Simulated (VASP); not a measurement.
# Hf (Fm-3m) in VASP: notebook, part 2 of 2

VASP 6.6.1. The steps go on from the part before.

## (4) Electric field gradients, PBE (22.32 Å³/atom)

This run uses another cell than the first one, of 22.32 Å³/atom.

INCAR

```
  PREC = Accurate
  ENCUT = 400
  EDIFF = 1E-8
  ISMEAR = -1
  SIGMA = 0.03
  LREAL = False
  LASPH = True
  NELM = 120
  ALGO = Normal
  ISIF = 2
  LWAVE = False
  LCHARG = False
  GGA = PE
  LEFG = True
  NBANDS = 11
  GGA_COMPAT = False
```

KPOINTS

```
regular mesh
0
Gamma
  13 13 13
```

POSCAR

```
Hf
1.0
    0.0000000000      2.2347024152      2.2347024152
    2.2347024152      0.0000000000      2.2347024152
    2.2347024152      2.2347024152      0.0000000000
Hf
1
Direct
    0.0000000000      0.0000000000      0.0000000000
```

Potentials or basis: VASP PAW PBE potentials, release 64 (Hf_pv).

Command:

```sh
$ cat potpaw_PBE.64/Hf_pv/POTCAR > POTCAR
$ mpirun -np 1 vasp_std > vasp.out
```

OUTCAR:

```text
PREC = Accurate
   ENCUT = 400
   EDIFF = 1E-8
   ISMEAR = -1
   LREAL = False
   LASPH = True
   NELM = 120
   ISIF = 2
   GGA = PE

 ion  position               nearest neighbor table
   1  0.000  0.000  0.000-

  LATTYP: Found a face centered cubic cell.
 ALAT       =     4.4694048304

  Lattice vectors:

 A1 = (   0.0000000000,   2.2347024152,   2.2347024152)
 A2 = (   2.2347024152,   0.0000000000,   2.2347024152)
 A3 = (   2.2347024152,   2.2347024152,   0.0000000000)

Analysis of symmetry for initial positions (statically):
=====================================================================
 Subroutine PRICEL returns:
 Original cell was already a primitive cell.

 Routine SETGRP: Setting up the symmetry group for a
 face centered cubic supercell.

 Subroutine GETGRP returns: Found 48 space group operations
 (whereof 48 operations were pure point group operations)
 out of a pool of 48 trial point group operations.

The static configuration has the point symmetry O_h .

Analysis of symmetry for dynamics (positions and initial velocities):
=====================================================================
 Subroutine PRICEL returns:
 Original cell was already a primitive cell.

 Routine SETGRP: Setting up the symmetry group for a
 face centered cubic supercell.

 Subroutine GETGRP returns: Found 48 space group operations
 (whereof 48 operations were pure point group operations)
 out of a pool of 48 trial point group operations.

The dynamic configuration has the point symmetry O_h .

 Subroutine INISYM returns: Found 48 space group operations
 (whereof 48 operations are pure point group operations),
 and found     1 'primitive' translations

----------------------------------------------------------------------------------------

                                     Primitive cell

  volume of cell :      22.3197

  direct lattice vectors                    reciprocal lattice vectors
     0.000000000  2.234702415  2.234702415    -0.223743437  0.223743437  0.223743437
     2.234702415  0.000000000  2.234702415     0.223743437 -0.223743437  0.223743437
     2.234702415  2.234702415  0.000000000     0.223743437  0.223743437 -0.223743437

  length of vectors
     3.160346463  3.160346463  3.160346463     0.387535001  0.387535001  0.387535001

  position of ions in fractional coordinates (direct lattice)
     0.000000000  0.000000000  0.000000000

  ion indices of the primitive-cell ions
   primitive index   ion index
                 1           1

----------------------------------------------------------------------------------------

 KPOINTS: regular mesh

Automatic generation of k-mesh.
 Grid dimensions read from file:
 generate k-points for:   13   13   13

 Generating k-lattice:

[... 69 lines left out ...]
   POTIM  = 0.5000    time-step for ionic-motion
   TEBEG  =    0.0;   TEEND  =   0.0 temperature during run
   PSTRESS=    0.0 pullay stress
   NELECT =      10.0000    total number of electrons
   NUPDOWN=      -1.0000    fix difference up-down
   EMIN   =  10.00;   EMAX   =-10.00  energy-range for DOS
   EFERMI =   0.00;   METHOD = LEGACY
   ISMEAR =    -1;   SIGMA  =   0.03  broadening in eV -4-tet -1-fermi 0-gaus
   EFERMI_NEDOS =   21; number of points for ismear=-14 and -15
   IALGO  =     38    algorithm
   IMIX   =      4    mixing-type and parameters
     AMIX     =   0.40;   BMIX     =  1.00
     AMIX_MAG =   1.60;   BMIX_MAG =  1.00
  volume/ion in A,a.u.               =      22.32       150.62
  Fermi-wavevector in a.u.,A,eV,Ry     =   1.252694  2.367249 21.350851  1.569243
  Thomas-Fermi vector in A             =   2.386583
   LORBIT       =      0    0 simple, 1 ext, 2 COOP (PROOUT), +10 PAW based schemes
   GGA     = PE    functional components
   LHFCALC =     F    Hartree Fock is set to
   AEXX    =    0.0000 exact exchange contribution
   IVDW    =     0    specifies the selected vdW correction
   LEPSILON=     F    determine dielectric tensor
   LRPA    =     F    only Hartree local field effects (RPA)
 non-spin polarized calculation
  energy-cutoff  :      400.00
  volume of cell :       22.32
 maximum number of plane-waves:       415
 NGX is ok and might be reduce to    24
   NGX = 11   NGY = 11   NGZ = 11

 number of electron      10.0000000 magnetization

 number of electron       9.9999999 magnetization

 Free energy of the ion-electron system (eV)
  ---------------------------------------------------
  ext. energy  EPLUGINS =         0.00000000
  ---------------------------------------------------
  free energy    TOTEN  =        -9.85439038 eV

  energy without entropy =       -9.84976985  energy(sigma->0) =       -9.85208011

 E-fermi :   4.7386     XC(G=0): -11.2961

 val. band max:        4.7346633316   @ k =   0.3077   0.0000   0.0000
 cond. band min:       4.7580947438   @ k =  -0.2308   0.0769   0.0000
 fundamental gap:      0.0234314122
 Fermi energy:         4.7386297676

 k-point     1 :       0.0000    0.0000    0.0000
  band No.  band energies     occupation
      1     -25.2467      2.00000
      2     -25.2467      2.00000
      3     -25.2467      2.00000
      4      -2.4614      2.00000
      5       6.1627      0.00000
      6       6.1627      0.00000
      7       6.1627      0.00000
      8       8.9612      0.00000
      9       8.9612      0.00000
     10      16.0802      0.00000
     11      17.8364      0.00000
[... 309 lines left out ...]
 k-point    24 :       0.4615    0.1538    0.0000
  band No.  band energies     occupation
      1     -25.9622      2.00000
      2     -25.4468      2.00000
      3     -25.3983      2.00000
      4       1.5975      2.00000
      5       4.2905      2.00000
      6       5.4220      0.00000
      7       6.7398      0.00000
      8      10.7601      0.00000
      9      11.1698      0.00000
     10      14.3138      0.00000
     11      17.7030      0.00000

 [... further k-points ...]

------------------------ aborting loop because EDIFF is reached ----------------------------------------

  FORCE on cell =-STRESS in cart. coord.  units (eV):
  Direction    XX          YY          ZZ          XY          YZ          ZX
  --------------------------------------------------------------------------------------
  -------------------------------------------------------------------------------------
  Total        0.0761446      0.0761446      0.0761446     -0.0000000     -0.0000000      0.0000000
  in kB        5.4658890      5.4658890      5.4658890     -0.0000000     -0.0000000      0.0000000
  external PRESSURE =       5.4658890 kB  Pullay stress =       0.0000000 kB

 VOLUME and BASIS-vectors are now :
 -----------------------------------------------------------------------------
  energy-cutoff  :      400.00
  volume of cell :       22.32
      direct lattice vectors                 reciprocal lattice vectors
     0.000000000  2.234702415  2.234702415    -0.223743437  0.223743437  0.223743437
     2.234702415  0.000000000  2.234702415     0.223743437 -0.223743437  0.223743437
     2.234702415  2.234702415  0.000000000     0.223743437  0.223743437 -0.223743437

 POSITION                                       TOTAL-FORCE (eV/Angst)
 -----------------------------------------------------------------------------------
      0.00000      0.00000      0.00000        -0.000000      0.000000      0.000000
 -----------------------------------------------------------------------------------
    total drift:                                0.000000     -0.000000     -0.000000

  FREE ENERGIE OF THE ION-ELECTRON SYSTEM (eV)
  ---------------------------------------------------
  free  energy   TOTEN  =        -9.8543903781 eV

  energy  without entropy=       -9.8497698513  energy(sigma->0) =       -9.85208011

 Electric field gradients (V/A^2)
---------------------------------------------------------------------
 ion       V_xx      V_yy      V_zz      V_xy      V_xz      V_yz
---------------------------------------------------------------------
   1       0.000    -0.000     0.000    -0.000    -0.000    -0.000
---------------------------------------------------------------------

 Electric field gradients after diagonalization (V/A^2)
 (convention: |V_zz| > |V_xx| > |V_yy|)
----------------------------------------------------------------------
 ion       V_xx      V_yy      V_zz     asymmetry (V_yy - V_xx)/ V_zz
----------------------------------------------------------------------
   1       0.000     0.000    -0.001       0.000
----------------------------------------------------------------------

           NMR quadrupolar parameters

 Cq : quadrupolar parameter    Cq=e*Q*V_zz/h
 eta: asymmetry parameters     (V_yy - V_xx)/ V_zz
 Q  : nuclear electric quadrupole moment in mb (millibarn)
----------------------------------------------------------------------
 ion       Cq(MHz)       eta       Q (mb)
----------------------------------------------------------------------
   1      -0.000       0.000       1.000
----------------------------------------------------------------------
```

It took 10 s on 1 thread of AMD EPYC 9R45 (Zen 5), shared host; peak memory 0.11 GiB.

What came out:

```
Free energy                             : -9.8544 eV
Pressure                                : 0.5 GPa
Band gap on the k mesh                  : zero (bands 5 and 6 overlap by 1.95 eV)
Largest electric field gradient by atom : zero within the noise of the run
```

Levels at points of the mesh, in eV from the Fermi level:
```
           k point  band 3  band 4  band 5  band 6  band 7  band 8
(0.00, 0.00, 0.00)  -29.99   -7.20    1.42    1.42    1.42    4.22
```

Caveat: spin-orbit coupling is left out, which moves the levels of the heavy elements.

## (5) Electric field gradients, PBE (23.20 Å³/atom)

This run uses another cell than the first one, of 23.20 Å³/atom.

INCAR

```
SYSTEM = Hf
  ALGO = Normal
  EDIFF = 1E-8
  ENCUT = 400
  GGA = PE
  GGA_COMPAT = .False.
  ISIF = 2
  ISMEAR = -1
  LASPH = .True.
  LCHARG = .False.
  LEFG = .True.
  LREAL = .False.
  LWAVE = .False.
  NBANDS = 11
  NELM = 120
  PREC = Accurate
  SIGMA = 0.03
```

KPOINTS

```
k-points
0
Gamma
  13 13 13
  0 0 0
```

POSCAR

```
Hf
1.0
    0.0000000000      2.2635404658      2.2635404658
    2.2635404658      0.0000000000      2.2635404658
    2.2635404658      2.2635404658      0.0000000000
Hf
1
Direct
    0.0000000000      0.0000000000      0.0000000000
```

Potentials or basis: VASP PAW PBE potentials, release 64 (Hf_pv).

Command:

```sh
$ cat potpaw_PBE.64/Hf_pv/POTCAR > POTCAR
$ mpirun -np 1 vasp_std > vasp.out
```

OUTCAR:

```text
SYSTEM = Hf
   EDIFF = 1E-8
   ENCUT = 400
   GGA = PE
   ISIF = 2
   ISMEAR = -1
   LASPH = .True.
   LREAL = .False.
   NELM = 120
   PREC = Accurate

 ion  position               nearest neighbor table
   1  0.000  0.000  0.000-

  LATTYP: Found a face centered cubic cell.
 ALAT       =     4.5270809316

  Lattice vectors:

 A1 = (   0.0000000000,   2.2635404658,   2.2635404658)
 A2 = (   2.2635404658,   0.0000000000,   2.2635404658)
 A3 = (   2.2635404658,   2.2635404658,   0.0000000000)

Analysis of symmetry for initial positions (statically):
=====================================================================
 Subroutine PRICEL returns:
 Original cell was already a primitive cell.

 Routine SETGRP: Setting up the symmetry group for a
 face centered cubic supercell.

 Subroutine GETGRP returns: Found 48 space group operations
 (whereof 48 operations were pure point group operations)
 out of a pool of 48 trial point group operations.

The static configuration has the point symmetry O_h .

Analysis of symmetry for dynamics (positions and initial velocities):
=====================================================================
 Subroutine PRICEL returns:
 Original cell was already a primitive cell.

 Routine SETGRP: Setting up the symmetry group for a
 face centered cubic supercell.

 Subroutine GETGRP returns: Found 48 space group operations
 (whereof 48 operations were pure point group operations)
 out of a pool of 48 trial point group operations.

The dynamic configuration has the point symmetry O_h .
[... 158 lines left out ...]
      5       5.8809      0.00000
      6       5.8809      0.00000
      7       5.8809      0.00000
      8       8.5432      0.00000
      9       8.5432      0.00000
     10      15.6894      0.00000
     11      17.4382      0.00000
[... 309 lines left out ...]
 k-point    24 :       0.4615    0.1538    0.0000
  band No.  band energies     occupation
      1     -26.2773      2.00000
      2     -25.8263      2.00000
      3     -25.7842      2.00000
      4       1.3986      2.00000
      5       4.0259      2.00000
      6       5.1593      0.00000
      7       6.4337      0.00000
      8      10.2530      0.00000
      9      10.6357      0.00000
     10      13.6133      0.00000
     11      17.1958      0.00000

 [... further k-points ...]

------------------------ aborting loop because EDIFF is reached ----------------------------------------

  FORCE on cell =-STRESS in cart. coord.  units (eV):
  Direction    XX          YY          ZZ          XY          YZ          ZX
  --------------------------------------------------------------------------------------
  -------------------------------------------------------------------------------------
  Total       -0.4799562     -0.4799562     -0.4799562     -0.0000000     -0.0000000      0.0000000
  in kB      -33.1525864    -33.1525864    -33.1525864     -0.0000000     -0.0000000      0.0000000
  external PRESSURE =     -33.1525864 kB  Pullay stress =       0.0000000 kB

 VOLUME and BASIS-vectors are now :
 -----------------------------------------------------------------------------
  energy-cutoff  :      400.00
  volume of cell :       23.20
      direct lattice vectors                 reciprocal lattice vectors
     0.000000000  2.263540466  2.263540466    -0.220892892  0.220892892  0.220892892
     2.263540466  0.000000000  2.263540466     0.220892892 -0.220892892  0.220892892
     2.263540466  2.263540466  0.000000000     0.220892892  0.220892892 -0.220892892

 POSITION                                       TOTAL-FORCE (eV/Angst)
 -----------------------------------------------------------------------------------
      0.00000      0.00000      0.00000         0.000000      0.000000      0.000000
 -----------------------------------------------------------------------------------
    total drift:                               -0.000000     -0.000000     -0.000000

  FREE ENERGIE OF THE ION-ELECTRON SYSTEM (eV)
  ---------------------------------------------------
  free  energy   TOTEN  =        -9.8469899175 eV

  energy  without entropy=       -9.8419283657  energy(sigma->0) =       -9.84445914

 Electric field gradients (V/A^2)
---------------------------------------------------------------------
 ion       V_xx      V_yy      V_zz      V_xy      V_xz      V_yz
---------------------------------------------------------------------
   1       0.000    -0.000     0.000    -0.000    -0.000    -0.000
---------------------------------------------------------------------

 Electric field gradients after diagonalization (V/A^2)
 (convention: |V_zz| > |V_xx| > |V_yy|)
----------------------------------------------------------------------
 ion       V_xx      V_yy      V_zz     asymmetry (V_yy - V_xx)/ V_zz
----------------------------------------------------------------------
   1       0.000     0.000    -0.001       0.000
----------------------------------------------------------------------

           NMR quadrupolar parameters

 Cq : quadrupolar parameter    Cq=e*Q*V_zz/h
 eta: asymmetry parameters     (V_yy - V_xx)/ V_zz
 Q  : nuclear electric quadrupole moment in mb (millibarn)
----------------------------------------------------------------------
 ion       Cq(MHz)       eta       Q (mb)
----------------------------------------------------------------------
   1      -0.000       0.000       1.000
----------------------------------------------------------------------
```

OSZICAR:

```text
N       E                     dE             d eps       ncg     rms          rms(c)
DAV:   1     0.109724958841E+02    0.10972E+02   -0.49625E+03  1880   0.680E+02
DAV:   2    -0.979823703261E+01   -0.20771E+02   -0.20165E+02  2316   0.138E+02
DAV:   3    -0.102057079588E+02   -0.40747E+00   -0.40578E+00  2314   0.139E+01
DAV:   4    -0.102074263871E+02   -0.17184E-02   -0.17183E-02  2104   0.114E+00
DAV:   5    -0.102074363677E+02   -0.99806E-05   -0.99808E-05  2452   0.754E-02    0.454E+01
DAV:   6    -0.993782242028E+01    0.26961E+00   -0.22847E-01  2055   0.357E+00    0.265E+01
DAV:   7    -0.985094083490E+01    0.86882E-01   -0.32519E-01  2112   0.413E+00    0.136E+00
DAV:   8    -0.984695388288E+01    0.39870E-02   -0.20869E-02  2082   0.103E+00    0.381E-01
DAV:   9    -0.984698878359E+01   -0.34901E-04   -0.41785E-04  2200   0.148E-01    0.735E-02
DAV:  10    -0.984699044202E+01   -0.16584E-05   -0.25397E-05  2146   0.399E-02    0.545E-02
DAV:  11    -0.984698996829E+01    0.47373E-06   -0.39148E-06  2203   0.149E-02    0.357E-03
DAV:  12    -0.984698997843E+01   -0.10135E-07   -0.61280E-08  2273   0.233E-03    0.165E-03
DAV:  13    -0.984698991209E+01    0.66335E-07   -0.92348E-10  1410   0.261E-04    0.361E-05
DAV:  14    -0.984698991746E+01   -0.53668E-08   -0.78450E-11  1266   0.796E-05
   1 F= -.98469899E+01 E0= -.98444591E+01  d E =-.506155E-02
```

It took 12 s on 1 thread of AMD EPYC 9R45 (Zen 5), shared host; peak memory 0.11 GiB.

What came out:

```yaml
Free_energy: -9.8470 eV
Pressure: -3.3 GPa
Band_gap_on_the_k_mesh: zero (bands 5 and 6 overlap by 1.91 eV)
Largest_electric_field_gradient_by_atom: zero within the noise of the run
```

Caveat: the cell stands under tension; spin-orbit coupling is left out, which moves the levels of the heavy elements.

## (6) The runs side by side

```tsv
cell	gap on the mesh (eV)	pressure (GPa)
a = 3.129 Å, angles 60.0°, 1 atom	none	3.9
a = 3.160 Å, angles 60.0°, 1 atom	none	0.5
a = 3.201 Å, angles 60.0°, 1 atom	none	-3.3
```

Alike in all rows: task electric field gradients; level PBE; potentials or basis VASP PAW PBE potentials, release 64 (Hf_pv); no spin polarisation; k mesh 13 × 13 × 13; cutoff (eV) 400; smearing fermi-dirac 0.03 eV.

Caveats: spin-orbit coupling is left out, which moves the levels of the heavy elements; the cell stands under pressure (at least some runs); the cell stands under tension (at least some runs).

Absolute energies hang on the potentials; compare differences alone.
